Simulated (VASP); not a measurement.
# HW4S8 (a cell with a defect) in VASP: single point with PBE

Aim: the single point of HW4S8 (a cell with a defect) with PBE.

All numbers are computed with VASP 6.6.1; they aren't measurements. Logs are shortened: lines on timing, memory, paths and dates and some standing lists are left out, and cuts for length are marked.

### Step 1. The cell of the first run

The cell holds a defect, 13 atoms: a = 6.375 Å, b = 6.375 Å, c = 8.332 Å, α = 67.50°, β = 67.50°, γ = 60.00°.

### Step 2. Single point, PBE

INCAR reads:

```
PREC     = Accurate       # precision mode
ENCUT    = 520            # plane-wave cutoff, eV
EDIFF    = 1E-7           # SCF threshold, eV
ISMEAR   = 0              # smearing method
SIGMA    = 0.02           # smearing width, eV
LREAL    = F              # projectors in reciprocal space
LASPH    = T              # aspherical terms in the spheres
NELM     = 80             # most SCF steps
ALGO     = Normal         # electronic algorithm
ISIF     = 2              # what is computed and relaxed
LWAVE    = F              # write WAVECAR
LCHARG   = F              # write CHGCAR
GGA      = PE             # functional
NBANDS   = 64             # bands
NELECT   = 104.0
```

KPOINTS reads:

```
regular mesh
0
Gamma
  3 3 3
```

POSCAR reads:

```
HW4S8
1.0
    3.1877473260     -5.5213403304      0.0000000000
   -3.1877473260     -5.5213403304      0.0000000000
    0.0000000000     -3.6808935536     -7.4744493696
W S H
4 8 1
Direct
    0.5040191036      0.4931233215      0.9979683628
   -0.0003082268      0.5005972204      0.9991153369
    0.5040205938      0.0048875581      0.9979668911
   -0.0076821694      0.0049141865      0.9978500932
    0.9047953876      0.9028545186      0.7865869055
    0.3988779607      0.8994411600      0.8022335430
    0.9047936122      0.4057631567      0.7865889123
    0.4019375667      0.4057198614      0.7866259719
    0.7623501574      0.7640284586      0.2104753036
    0.2649374629      0.7658629870      0.2033351120
    0.7623532434      0.2631439783      0.2104727616
    0.2630653949      0.2632096974      0.2105122294
    0.4612509451      0.9597957912      0.6191364435
```

Potentials or basis: VASP PAW PBE potentials, release 64 (W_sv, S, H).

On the command line:

```
$ cat potpaw_PBE.64/W_sv/POTCAR potpaw_PBE.64/S/POTCAR potpaw_PBE.64/H/POTCAR > POTCAR
$ mpirun -np 1 vasp_std > vasp.out
```

OUTCAR:

```text
PREC = Accurate
   ENCUT = 520
   EDIFF = 1E-7
   ISMEAR = 0
   LREAL = F
   LASPH = T
   NELM = 80
   ISIF = 2
   GGA = PE
   NELECT = 104.0

 ion  position               nearest neighbor table
   1  0.504  0.493  0.998-   6 2.38   7 2.41   8 2.41  11 2.41  12 2.41  10 2.43   3 3.11   4 3.11
                             2 3.19   2 3.19   4 3.26   3 3.26
   2  1.000  0.501  0.999-   8 2.42   7 2.42   5 2.42  12 2.43  11 2.43   9 2.43   3 3.19   1 3.19
                             4 3.19   4 3.19   1 3.19   3 3.19
   3  0.504  0.005  0.998-   6 2.38   5 2.41   8 2.41   9 2.41  12 2.41  10 2.43   1 3.11   4 3.11
                             2 3.19   2 3.19   4 3.26   1 3.26
   4  0.992  0.005  0.998-   6 2.39   5 2.41   7 2.41  11 2.41   9 2.41  10 2.43   3 3.11   1 3.11
                             2 3.19   2 3.19   1 3.26   3 3.26
   5  0.905  0.903  0.787-   4 2.41   3 2.41   2 2.42
   6  0.399  0.899  0.802-  13 1.37   1 2.38   3 2.38   4 2.39
   7  0.905  0.406  0.787-   4 2.41   1 2.41   2 2.42
   8  0.402  0.406  0.787-   1 2.41   3 2.41   2 2.42
   9  0.762  0.764  0.210-   3 2.41   4 2.41   2 2.43
  10  0.265  0.766  0.203-   1 2.43   3 2.43   4 2.43
  11  0.762  0.263  0.210-   1 2.41   4 2.41   2 2.43
  12  0.263  0.263  0.211-   1 2.41   3 2.41   2 2.43
  13  0.461  0.960  0.619-   6 1.37

  LATTYP: Found a trigonal (rhomboedric) cell.
 ALAT       =     8.3316487403
 COS(alpha) =     0.7072237310

  Lattice vectors:

 A1 = (  -3.1877473260,   1.8404467768,  -7.4744493696)
 A2 = (   3.1877473260,   1.8404467768,  -7.4744493696)
 A3 = (   0.0000000000,  -3.6808935536,  -7.4744493696)

Analysis of symmetry for initial positions (statically):
=====================================================================
 Subroutine PRICEL returns:
 Original cell was already a primitive cell.

 Routine SETGRP: Setting up the symmetry group for a
 trigonal (rhombohedral) supercell.

 Subroutine GETGRP returns: Found  1 space group operations
 (whereof  1 operations were pure point group operations)
 out of a pool of 12 trial point group operations.

The static configuration has the point symmetry C_1 .

Analysis of symmetry for dynamics (positions and initial velocities):
=====================================================================
 Subroutine PRICEL returns:
 Original cell was already a primitive cell.

 Routine SETGRP: Setting up the symmetry group for a
 trigonal (rhombohedral) supercell.

 Subroutine GETGRP returns: Found  1 space group operations
 (whereof  1 operations were pure point group operations)
 out of a pool of 12 trial point group operations.

The dynamic configuration has the point symmetry C_1 .

 Subroutine INISYM returns: Found  1 space group operations
 (whereof  1 operations are pure point group operations),
 and found     1 'primitive' translations

----------------------------------------------------------------------------------------

                                     Primitive cell

  volume of cell :     263.1102

  direct lattice vectors                    reciprocal lattice vectors
     3.187747326 -5.521340330  0.000000000     0.156850575 -0.090557722  0.044596373
    -3.187747326 -5.521340330  0.000000000    -0.156850575 -0.090557722  0.044596373
     0.000000000 -3.680893554 -7.474449370     0.000000000  0.000000000 -0.133789120

  length of vectors
     6.375494652  6.375494652  8.331648740     0.186525173  0.186525173  0.133789120

  position of ions in fractional coordinates (direct lattice)
     0.504019104  0.493123322  0.997968363
     0.999691773  0.500597220  0.999115337
     0.504020594  0.004887558  0.997966891
     0.992317831  0.004914187  0.997850093
     0.904795388  0.902854519  0.786586906
     0.398877961  0.899441160  0.802233543
     0.904793612  0.405763157  0.786588912
     0.401937567  0.405719861  0.786625972
     0.762350157  0.764028459  0.210475304
     0.264937463  0.765862987  0.203335112
     0.762353243  0.263143978  0.210472762
     0.263065395  0.263209697  0.210512229
     0.461250945  0.959795791  0.619136443

  ion indices of the primitive-cell ions
   primitive index   ion index
                 1           1
[... 25 lines left out ...]
    -0.052283525 -0.030185907  0.014865458     0.000000000  0.333333333  0.000000000
     0.000000000  0.000000000 -0.044596373     0.000000000  0.000000000  0.333333333

  Length of vectors
     0.062175058  0.062175058  0.044596373

  Shift w.r.t. Gamma in fractional coordinates (k-lattice)
     0.000000000  0.000000000  0.000000000

 Subroutine IBZKPT returns following result:
 ===========================================

 Found     14 irreducible k-points:

 Following reciprocal coordinates:
            Coordinates               Weight
  0.000000  0.000000  0.000000      1.000000
  0.333333 -0.000000  0.000000      2.000000
 -0.000000  0.333333  0.000000      2.000000
 -0.333333 -0.333333 -0.333333      2.000000
  0.333333  0.333333  0.000000      2.000000
 -0.000000  0.333333  0.333333      2.000000
 -0.333333  0.000000 -0.333333      2.000000
 -0.333333  0.333333  0.000000      2.000000
 -0.333333  0.333333  0.333333      2.000000
 -0.333333  0.333333 -0.333333      2.000000
  0.000000  0.000000  0.333333      2.000000
 -0.333333  0.000000  0.333333      2.000000
  0.000000 -0.333333  0.333333      2.000000
  0.333333  0.333333 -0.333333      2.000000
   k-points           NKPTS =     14   k-points in BZ     NKDIM =     14   number of bands    NBANDS=     64
   number of dos      NEDOS =    301   number of ions     NIONS =     13
   total plane-waves  NPLWV = 147456
   dimension x,y,z NGX =    48 NGY =   48 NGZ =   64
   dimension x,y,z NGXF=    96 NGYF=   96 NGZF=  128
   ions per type =               4   8   1
   NGX,Y,Z   is equivalent  to a cutoff of  12.52, 12.52, 12.77 a.u.
   NGXF,Y,Z  is equivalent  to a cutoff of  25.03, 25.03, 25.54 a.u.
 SYSTEM =  unknown system
   PREC   = accura    normal or accurate (medium, high low for compatibility)
   ISTART =      0    job   : 0-new  1-cont  2-samecut
   ICHARG =      2    charge: 1-file 2-atom 10-const
   ISPIN  =      1    spin polarized calculation?
   LNONCOLLINEAR =      F non collinear calculations
   LSORBIT =      F    spin-orbit coupling
   LASPH  =      T    aspherical Exc in radial PAW
   ENCUT  =  520.0 eV  38.22 Ry    6.18 a.u.  11.85 11.85 15.49*2*pi/ulx,y,z
   NELM   =     80;   NELMIN=  2; NELMDL= -5     # of ELM steps
   EDIFF  = 0.1E-06   stopping-criterion for ELM
   LREAL  =      F    real-space projection
   EDIFFG = 0.1E-05   stopping-criterion for IOM
   NSW    =      0    number of steps for IOM
   IBRION =     -1    ionic relax: 0-MD 1-quasi-New 2-CG
   NFREE  =      0    steps in history (QN), initial steepest desc. (CG)
   ISIF   =      2    stress and relaxation
   ISYM   =      2    0-nonsym 1-usesym 2-fastsym
   POTIM  = 0.5000    time-step for ionic-motion
   TEBEG  =    0.0;   TEEND  =   0.0 temperature during run
   PSTRESS=    0.0 pullay stress
   NELECT =     104.0000    total number of electrons
   NUPDOWN=      -1.0000    fix difference up-down
   EMIN   =  10.00;   EMAX   =-10.00  energy-range for DOS
   EFERMI =   0.00;   METHOD = LEGACY
   ISMEAR =     0;   SIGMA  =   0.02  broadening in eV -4-tet -1-fermi 0-gaus
   EFERMI_NEDOS =   21; number of points for ismear=-14 and -15
   IALGO  =     38    algorithm
   IMIX   =      4    mixing-type and parameters
     AMIX     =   0.40;   BMIX     =  1.00
     AMIX_MAG =   1.60;   BMIX_MAG =  1.00
  volume/ion in A,a.u.               =      20.24       136.58
  Fermi-wavevector in a.u.,A,eV,Ry     =   1.201453  2.270417 19.639860  1.443489
  Thomas-Fermi vector in A             =   2.337261
   LORBIT       =      0    0 simple, 1 ext, 2 COOP (PROOUT), +10 PAW based schemes
   GGA     = PE    functional components
   LHFCALC =     F    Hartree Fock is set to
   AEXX    =    0.0000 exact exchange contribution
   IVDW    =     0    specifies the selected vdW correction
   LEPSILON=     F    determine dielectric tensor
   LRPA    =     F    only Hartree local field effects (RPA)
 non-spin polarized calculation
 Gauss-broadening in eV      SIGMA  =   0.02
  energy-cutoff  :      520.00
  volume of cell :      263.11
 maximum number of plane-waves:      7114
   NGX = 23   NGY = 23   NGZ = 31

 number of electron     103.9999997 magnetization

 Free energy of the ion-electron system (eV)
  ---------------------------------------------------
  ext. energy  EPLUGINS =         0.00000000
  ---------------------------------------------------
  free energy    TOTEN  =      -102.28074433 eV

  energy without entropy =     -102.28074433  energy(sigma->0) =     -102.28074433

 E-fermi :   4.6786     XC(G=0):  -9.4579

 val. band max:        4.5364800530   @ k =  -0.3333   0.3333   0.3333
 cond. band min:       6.1309415452   @ k =  -0.3333   0.3333  -0.3333
 fundamental gap:      1.5944614922
 Fermi energy:         4.6786075799

 k-point     1 :       0.0000    0.0000    0.0000
  band No.  band energies     occupation
      1     -69.5784      2.00000
      2     -69.5654      2.00000
      3     -69.5644      2.00000
      4     -69.4694      2.00000
      5     -34.0335      2.00000
      6     -33.9506      2.00000
[... 927 lines left out ...]
     63       8.0844      0.00000
     64       8.2070      0.00000

------------------------ aborting loop because EDIFF is reached ----------------------------------------

  FORCE on cell =-STRESS in cart. coord.  units (eV):
  Direction    XX          YY          ZZ          XY          YZ          ZX
  --------------------------------------------------------------------------------------
  -------------------------------------------------------------------------------------
  Total       -7.7113238     -7.7149780    -10.7438745     -0.0029491      0.0118253     -0.0199737
  in kB      -46.9571698    -46.9794215    -65.4235193     -0.0179585      0.0720086     -0.1216274
  external PRESSURE =     -53.1200369 kB  Pullay stress =       0.0000000 kB

 VOLUME and BASIS-vectors are now :
 -----------------------------------------------------------------------------
  energy-cutoff  :      520.00
  volume of cell :      263.11
      direct lattice vectors                 reciprocal lattice vectors
     3.187747326 -5.521340330  0.000000000     0.156850575 -0.090557722  0.044596373
    -3.187747326 -5.521340330  0.000000000    -0.156850575 -0.090557722  0.044596373
     0.000000000 -3.680893554 -7.474449370     0.000000000  0.000000000 -0.133789120

 POSITION                                       TOTAL-FORCE (eV/Angst)
 -----------------------------------------------------------------------------------
      0.03473     -9.17898     -7.45926         0.011471      0.006260     -0.012591
      1.59099    -11.96124     -7.46784         0.000420     -0.000077     -0.001416
      1.59111     -6.48326     -7.45925         0.000193     -0.012889     -0.012529
      3.14759     -9.17904     -7.45838        -0.010262      0.005837     -0.013990
      0.00619    -12.87599     -5.87930         0.000742     -0.000592      0.001348
     -1.59567    -10.12140     -5.99625         0.000049     -0.000241      0.086647
      1.59078    -10.13138     -5.87932         0.001040     -0.000318      0.001437
     -0.01206     -7.35484     -5.87960         0.000846     -0.000272      0.001426
     -0.00535     -9.20239     -1.57319         0.000409     -0.000566      0.003221
     -1.59682     -6.43985     -1.51982         0.000394     -0.000275      0.002054
      1.59135     -6.43685     -1.57317         0.000569     -0.000148      0.002960
     -0.00046     -3.68062     -1.57346         0.001049     -0.000679      0.003290
     -1.58924    -10.12506     -4.62770        -0.006919      0.003959     -0.061857
 -----------------------------------------------------------------------------------
    total drift:                               -0.000088      0.000266     -0.000723

  FREE ENERGIE OF THE ION-ELECTRON SYSTEM (eV)
  ---------------------------------------------------
  free  energy   TOTEN  =      -102.2807443294 eV

  energy  without entropy=     -102.2807443294  energy(sigma->0) =     -102.28074433
```

Wall time 8.2 min (1 thread of Oxide Virtual Turin-like, shared host); peak memory 0.44 GiB.

Results:

```yaml
Free_energy: -102.2807 eV
Largest_force: 0.087 eV/Å
```

Forces on the atoms (eV/Å):
```
W    0.011  0.006 -0.013
W    0.000  0.000 -0.001
W    0.000 -0.013 -0.013
W   -0.010  0.006 -0.014
S    0.001 -0.001  0.001
S    0.000  0.000  0.087
S    0.001  0.000  0.001
S    0.001  0.000  0.001
S    0.000 -0.001  0.003
S    0.000  0.000  0.002
S    0.001  0.000  0.003
S    0.001 -0.001  0.003
H   -0.007  0.004 -0.062
```

Caveat: the cell carries a net charge on a neutralising background, which shifts energy and pressure; the cell is charged against a uniform background, so pressure and absolute levels hang on convention; spin-orbit coupling is left out, which moves the levels of the heavy elements.
